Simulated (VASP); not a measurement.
Write the native input for VASP 6.6.1 that does the following.

```yaml
Task: single point
Functional: PBE
Potentials_or_basis: VASP PAW PBE potentials, release 64 (Al, N)
Cutoff: 520 eV
k_mesh: 6 × 6 × 6
Occupations: gaussian, width 0.05 eV
Spin: no spin polarisation
Dipole_correction: no
Further_INCAR_settings: ALGO = Normal; EDIFF = 1e-07; NBANDS = 26
```

The structure of AlN lies in POSCAR:

```
AlN
1.0
    4.4031742088      0.0000000000      0.0000000000
    0.0000000000     -4.4031742088      0.0000000000
    0.0000000000      0.0000000000     -4.4031742088
Al N
4 4
Direct
    0.0000000000      0.0000000000      0.0000000000
    0.5000000000      0.5000000000      0.0000000000
    0.5000000000      0.0000000000      0.5000000000
    0.0000000000      0.5000000000      0.5000000000
    0.7339409765      0.7339409765      0.7500000000
    0.2500000000      0.2500000000      0.7500000000
    0.2500000000      0.7500000000      0.2500000000
    0.7500000000      0.2500000000      0.2500000000
```

This cell differs from its parent crystal: atom 5 (N) moved +0.100 Å towards its neighbour atom 6 (N) at 3.114 Å.

The input as run:

INCAR

```
ALGO = Normal ; EDIFF = 1E-7
ENCUT = 520 ; GGA = PE
ISIF = 2 ; ISMEAR = 0
LASPH = True ; LCHARG = True
LELF = True ; LREAL = False
LVHAR = True ; LWAVE = False
NBANDS = 26 ; NELM = 80
PREC = Accurate ; SIGMA = 0.05
```

KPOINTS

```
k-points
0
Gamma
  6 6 6
```

Potentials or basis: VASP PAW PBE potentials, release 64 (Al, N).

Run with:

```bash
$ cat potpaw_PBE.64/Al/POTCAR potpaw_PBE.64/N/POTCAR > POTCAR
$ mpirun -np 1 vasp_std > vasp.out
```

Results of the run:

| Item | Value |
| --- | --- |
| Pressure | 0.1 GPa |
| Largest force | 1.925 eV/Å |
| Band gap on the k mesh | 3.23 eV |

Caveat: the cell differs from its parent crystal (atom 5 (N) moved +0.100 Å towards its neighbour atom 6 (N) at 3.114 Å); forces of over 1 eV/Å act on the atoms, so gaps and moduli don't describe the material at rest.

Run time: 84 s on 1 thread of AMD EPYC 9R45 96-Core Processor (Zen 5), with other jobs on the host, peak memory 0.23 GiB.
